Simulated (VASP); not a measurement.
# InGa2N3 (I-4m2) in VASP: single point with PBE

Aim: the single point of InGa2N3 with PBE.

All numbers are computed with VASP 6.6.1; they aren't measurements. Logs are shortened: lines on timing, memory, paths and dates and some standing lists are left out, and cuts for length are marked.

### Step 1. The cell of the first run

The structure is tetragonal, space group I-4m2 (No. 119). Conventional cell: a = 3.431 Å, b = 3.431 Å, c = 14.683 Å, α = 90.00°, β = 90.00°, γ = 90.00°. In (site symmetry -4m2) has 4 N at 2.22 Å within 2.9 Å. Within 2.7 Å of Ga (site symmetry 2mm) lie 4 N at 2.05 to 2.06 Å. N (site symmetry -4m2) has 4 Ga at 2.06 Å within 2.7 Å. N (site symmetry 2mm) has 2 Ga at 2.05 Å and 2 In at 2.22 Å within 2.7 Å.

### Step 2. Single point, PBE (14.40 Å³/atom)

INCAR

```
SYSTEM = InGa2N3
PREC = Accurate ; ENCUT = 520
EDIFF = 1E-6 ; ISMEAR = 0
SIGMA = 0.02 ; LREAL = .FALSE.
LASPH = .TRUE. ; NELM = 80
ALGO = Normal ; ISIF = 2
LWAVE = .FALSE. ; LCHARG = .FALSE.
GGA = PE ; NBANDS = 36
```

KPOINTS

```
Automatic mesh
0
G
  16 16 16
  0 0 0
```

POSCAR

```
InGa2N3
1.0
   -1.7153315675      1.7153315675      7.3415509867
    1.7153315675     -1.7153315675      7.3415509867
    1.7153315675      1.7153315675     -7.3415509867
In Ga N
1 2 3
Direct
    0.0000000000      0.0000000000      0.0000000000
    0.6725392816      0.6725392816      0.0000000000
    0.3274607184      0.3274607184      0.0000000000
    0.2500000000      0.7500000000      0.5000000000
    0.9039870346      0.4039870346      0.5000000000
    0.5960129654      0.0960129654      0.5000000000
```

Potentials or basis: VASP PAW PBE potentials, release 64 (In_d, Ga_d, N).

Started as:

```console
cat potpaw_PBE.64/In_d/POTCAR potpaw_PBE.64/Ga_d/POTCAR potpaw_PBE.64/N/POTCAR > POTCAR
mpirun -np 1 vasp_std > vasp.out
```

OUTCAR:

```text
SYSTEM = InGa2N3
   PREC = Accurate
   ENCUT = 520
   EDIFF = 1E-6
   ISMEAR = 0
   LREAL = .FALSE.
   LASPH = .TRUE.
   NELM = 80
   ISIF = 2
   GGA = PE

 ion  position               nearest neighbor table
   1  0.000  0.000  0.000-   5 2.22   6 2.22   6 2.22   5 2.22
   2  0.673  0.673  0.000-   6 2.05   6 2.05   4 2.06   4 2.06
   3  0.327  0.327  0.000-   5 2.05   5 2.05   4 2.06   4 2.06
   4  0.250  0.750  0.500-   2 2.06   3 2.06   3 2.06   2 2.06
   5  0.904  0.404  0.500-   3 2.05   3 2.05   1 2.22   1 2.22
   6  0.596  0.096  0.500-   2 2.05   2 2.05   1 2.22   1 2.22

  LATTYP: Found a body centered tetragonal cell.
 ALAT       =     3.4306631350
 C/A-ratio  =     4.2799602863

  Lattice vectors:

 A1 = (  -1.7153315675,   1.7153315675,   7.3415509867)
 A2 = (   1.7153315675,  -1.7153315675,   7.3415509867)
 A3 = (   1.7153315675,   1.7153315675,  -7.3415509867)

Analysis of symmetry for initial positions (statically):
=====================================================================
 Subroutine PRICEL returns:
 Original cell was already a primitive cell.

 Routine SETGRP: Setting up the symmetry group for a
 body centered tetragonal supercell.

 Subroutine GETGRP returns: Found  8 space group operations
 (whereof  8 operations were pure point group operations)
 out of a pool of 16 trial point group operations.

The static configuration has the point symmetry D_2d.

Analysis of symmetry for dynamics (positions and initial velocities):
=====================================================================
 Subroutine PRICEL returns:
 Original cell was already a primitive cell.

 Routine SETGRP: Setting up the symmetry group for a
 body centered tetragonal supercell.

 Subroutine GETGRP returns: Found  8 space group operations
 (whereof  8 operations were pure point group operations)
 out of a pool of 16 trial point group operations.

The dynamic configuration has the point symmetry D_2d.

 Subroutine INISYM returns: Found  8 space group operations
 (whereof  8 operations are pure point group operations),
 and found     1 'primitive' translations

----------------------------------------------------------------------------------------

                                     Primitive cell

  volume of cell :      86.4060

  direct lattice vectors                    reciprocal lattice vectors
    -1.715331568  1.715331568  7.341550987     0.000000000  0.291488835  0.068105500
     1.715331568 -1.715331568  7.341550987     0.291488835  0.000000000  0.068105500
     1.715331568  1.715331568 -7.341550987     0.291488835  0.291488835  0.000000000

  length of vectors
     7.731952901  7.731952901  7.731952901     0.299339439  0.299339439  0.412227464

  position of ions in fractional coordinates (direct lattice)
     0.000000000  0.000000000  0.000000000
     0.672539282  0.672539282  0.000000000
     0.327460718  0.327460718  0.000000000
     0.250000000  0.750000000  0.500000000
     0.903987035  0.403987035  0.500000000
     0.596012965  0.096012965  0.500000000

  ion indices of the primitive-cell ions
   primitive index   ion index
                 1           1
                 2           2
                 3           3
                 4           4
                 5           5
                 6           6

----------------------------------------------------------------------------------------

 KPOINTS: Automatic mesh

Automatic generation of k-mesh.
 Grid dimensions read from file:
 generate k-points for:   16   16   16

 Generating k-lattice:

  Cartesian coordinates                     Fractional coordinates (reciprocal lattice)
     0.000000000  0.018218052  0.004256594     0.062500000  0.000000000  0.000000000
     0.018218052  0.000000000  0.004256594     0.000000000  0.062500000  0.000000000
     0.018218052  0.018218052  0.000000000     0.000000000  0.000000000  0.062500000

  Length of vectors
     0.018708715  0.018708715  0.025764216

  Shift w.r.t. Gamma in fractional coordinates (k-lattice)
     0.000000000  0.000000000  0.000000000

 Subroutine IBZKPT returns following result:
 ===========================================

 Found    349 irreducible k-points:

 Following reciprocal coordinates:
            Coordinates               Weight
  0.000000  0.000000  0.000000      1.000000
  0.062500 -0.000000  0.000000      8.000000
  0.125000 -0.000000  0.000000      8.000000
  0.187500 -0.000000  0.000000      8.000000
  0.250000 -0.000000  0.000000      8.000000
  0.312500  0.000000  0.000000      8.000000
[... 16 lines left out ...]
 -0.125000  0.062500 -0.000000     16.000000
 -0.062500  0.062500  0.000000      4.000000
 [... further k-points ...]
   k-points           NKPTS =    349   k-points in BZ     NKDIM =    349   number of bands    NBANDS=     36
   number of dos      NEDOS =    301   number of ions     NIONS =      6
   total plane-waves  NPLWV = 216000
   dimension x,y,z NGX =    60 NGY =   60 NGZ =   60
   dimension x,y,z NGXF=   120 NGYF=  120 NGZF=  120
   ions per type =               1   2   3
   NGX,Y,Z   is equivalent  to a cutoff of  12.90, 12.90, 12.90 a.u.
   NGXF,Y,Z  is equivalent  to a cutoff of  25.80, 25.80, 25.80 a.u.
 SYSTEM =  InGa2N3
   PREC   = accura    normal or accurate (medium, high low for compatibility)
   ISTART =      0    job   : 0-new  1-cont  2-samecut
   ICHARG =      2    charge: 1-file 2-atom 10-const
   ISPIN  =      1    spin polarized calculation?
   LNONCOLLINEAR =      F non collinear calculations
   LSORBIT =      F    spin-orbit coupling
   LASPH  =      T    aspherical Exc in radial PAW
   ENCUT  =  520.0 eV  38.22 Ry    6.18 a.u.  14.38 14.38 14.38*2*pi/ulx,y,z
   NELM   =     80;   NELMIN=  2; NELMDL= -5     # of ELM steps
   EDIFF  = 0.1E-05   stopping-criterion for ELM
   LREAL  =      F    real-space projection
   EDIFFG = 0.1E-04   stopping-criterion for IOM
   NSW    =      0    number of steps for IOM
   IBRION =     -1    ionic relax: 0-MD 1-quasi-New 2-CG
   NFREE  =      0    steps in history (QN), initial steepest desc. (CG)
   ISIF   =      2    stress and relaxation
   ISYM   =      2    0-nonsym 1-usesym 2-fastsym
   POTIM  = 0.5000    time-step for ionic-motion
   TEBEG  =    0.0;   TEEND  =   0.0 temperature during run
   PSTRESS=    0.0 pullay stress
   NELECT =      54.0000    total number of electrons
   NUPDOWN=      -1.0000    fix difference up-down
   EMIN   =  10.00;   EMAX   =-10.00  energy-range for DOS
   EFERMI =   0.00;   METHOD = LEGACY
   ISMEAR =     0;   SIGMA  =   0.02  broadening in eV -4-tet -1-fermi 0-gaus
   EFERMI_NEDOS =   21; number of points for ismear=-14 and -15
   IALGO  =     38    algorithm
   IMIX   =      4    mixing-type and parameters
     AMIX     =   0.40;   BMIX     =  1.00
     AMIX_MAG =   1.60;   BMIX_MAG =  1.00
  volume/ion in A,a.u.               =      14.40        97.18
  Fermi-wavevector in a.u.,A,eV,Ry     =   1.399667  2.644987 26.654739  1.959068
  Thomas-Fermi vector in A             =   2.522704
   LORBIT       =      0    0 simple, 1 ext, 2 COOP (PROOUT), +10 PAW based schemes
   GGA     = PE    functional components
   LHFCALC =     F    Hartree Fock is set to
   AEXX    =    0.0000 exact exchange contribution
   IVDW    =     0    specifies the selected vdW correction
   LEPSILON=     F    determine dielectric tensor
   LRPA    =     F    only Hartree local field effects (RPA)
 non-spin polarized calculation
 Gauss-broadening in eV      SIGMA  =   0.02
  energy-cutoff  :      520.00
  volume of cell :       86.41
 maximum number of plane-waves:      2352
 NGX is ok and might be reduce to    60
   NGX = 29   NGY = 29   NGZ = 29

 number of electron      54.0000005 magnetization

 Free energy of the ion-electron system (eV)
  ---------------------------------------------------
  ext. energy  EPLUGINS =         0.00000000
  ---------------------------------------------------
  free energy    TOTEN  =       -34.44711110 eV

  energy without entropy =      -34.44711104  energy(sigma->0) =      -34.44711107

 E-fermi :   4.6358     XC(G=0): -10.6988

 val. band max:        4.5887093276   @ k =   0.0000   0.0000   0.0000
 cond. band min:       4.6789313296   @ k =   0.0000   0.0000   0.0000
 fundamental gap:      0.0902220020
 Fermi energy:         4.6357917315

 k-point     1 :       0.0000    0.0000    0.0000
  band No.  band energies     occupation
      1     -10.0586      2.00000
      2      -9.8959      2.00000
      3      -9.7707      2.00000
      4      -8.9317      2.00000
      5      -8.9317      2.00000
      6      -8.9077      2.00000
[... 28 lines left out ...]
     35      13.8092      0.00000
     36      13.9936      0.00000

 k-point     2 :       0.0625   -0.0000    0.0000
  band No.  band energies     occupation
      1     -10.0465      2.00000
      2      -9.8945      2.00000
      3      -9.7715      2.00000
      4      -8.9301      2.00000
      5      -8.9180      2.00000
      6      -8.9019      2.00000
[... 28 lines left out ...]
     35      13.8220      0.00000
     36      13.9970      0.00000

 k-point     3 :       0.1250   -0.0000    0.0000
  band No.  band energies     occupation
      1     -10.0145      2.00000
      2      -9.8909      2.00000
      3      -9.7742      2.00000
      4      -8.9256      2.00000
      5      -8.8960      2.00000
      6      -8.8669      2.00000
[... 28 lines left out ...]
     35      13.9152      0.00000
     36      13.9727      0.00000
[... 742 lines left out ...]
 k-point    23 :      -0.1250    0.0625   -0.0000
  band No.  band energies     occupation
      1     -10.0042      2.00000
      2      -9.8907      2.00000
      3      -9.7748      2.00000
      4      -8.9209      2.00000
      5      -8.8885      2.00000
      6      -8.8636      2.00000
[... 28 lines left out ...]
     35      13.7512      0.00000
     36      14.0724      0.00000

 k-point    24 :      -0.0625    0.0625    0.0000
  band No.  band energies     occupation
      1     -10.0350      2.00000
      2      -9.8936      2.00000
      3      -9.7722      2.00000
      4      -8.9263      2.00000
      5      -8.9055      2.00000
      6      -8.8991      2.00000
[... 28 lines left out ...]
     35      13.8983      0.00000
     36      13.9182      0.00000

 [... further k-points ...]

------------------------ aborting loop because EDIFF is reached ----------------------------------------

  FORCE on cell =-STRESS in cart. coord.  units (eV):
  Direction    XX          YY          ZZ          XY          YZ          ZX
  --------------------------------------------------------------------------------------
  -------------------------------------------------------------------------------------
  Total       -6.1847742     -6.1847742     -6.1787254      0.0000000      0.0000000      0.0000000
  in kB     -114.6807329   -114.6807329   -114.5685745      0.0000000      0.0000000      0.0000000
  external PRESSURE =    -114.6433468 kB  Pullay stress =       0.0000000 kB

 VOLUME and BASIS-vectors are now :
 -----------------------------------------------------------------------------
  energy-cutoff  :      520.00
  volume of cell :       86.41
      direct lattice vectors                 reciprocal lattice vectors
    -1.715331568  1.715331568  7.341550987     0.000000000  0.291488835  0.068105500
     1.715331568 -1.715331568  7.341550987     0.291488835  0.000000000  0.068105500
     1.715331568  1.715331568 -7.341550987     0.291488835  0.291488835  0.000000000

 POSITION                                       TOTAL-FORCE (eV/Angst)
 -----------------------------------------------------------------------------------
      0.00000      0.00000      0.00000        -0.000000      0.000000     -0.000000
      0.00000      0.00000      9.87496         0.000000     -0.000000      0.006859
      0.00000      0.00000      4.80814         0.000000     -0.000000     -0.006859
      1.71533     -0.00000      3.67078        -0.000000      0.000000     -0.000000
      0.00000      1.71533      5.93178        -0.000000      0.000000      0.010078
     -0.00000      1.71533      1.40977        -0.000000      0.000000     -0.010078
 -----------------------------------------------------------------------------------
    total drift:                                0.000001     -0.000001      0.000000

  FREE ENERGIE OF THE ION-ELECTRON SYSTEM (eV)
  ---------------------------------------------------
  free  energy   TOTEN  =       -34.4471110983 eV

  energy  without entropy=      -34.4471110423  energy(sigma->0) =      -34.44711107
```

It took 30 min on 1 thread of Intel Xeon 6975P-C (Granite Rapids), shared host; peak memory 1.2 GiB.

Results:

| Property | Result |
| --- | --- |
| Free energy | -34.4471 eV |
| Pressure | -11.5 GPa |
| Largest force | 0.010 eV/Å |
| Band gap on the k mesh | 0.09 eV |

Forces on the atoms (eV/Å):
```
In   0.000  0.000  0.000
Ga   0.000  0.000  0.007
Ga   0.000  0.000 -0.007
N    0.000  0.000  0.000
N    0.000  0.000  0.010
N    0.000  0.000 -0.010
```

Levels at points of the mesh, in eV from the valence-band top:
```
           k point  band 23  band 24  band 25  band 26  band 27  band 28  band 29  band 30  band 31  band 32
(0.00, 0.00, 0.00)    -1.52    -1.52    -0.20     0.00     0.00     0.09     3.64     3.67     5.52     5.66
(0.50, 0.00, 0.00)    -2.06    -1.14    -1.13    -0.83    -0.38     3.07     4.02     4.46     6.15     7.27
(0.50, 0.50, 0.00)    -2.78    -2.74    -2.73    -2.19    -2.11     3.05     4.45     5.02     5.38     6.22
(0.50, 0.50, 0.50)    -2.26    -0.89    -0.89    -0.40    -0.40     2.30     2.42     3.36     5.41     7.29
```

Caveat: the cell stands under tension; spin-orbit coupling is left out, which moves the levels of the heavy elements. A k mesh can miss the band edges.
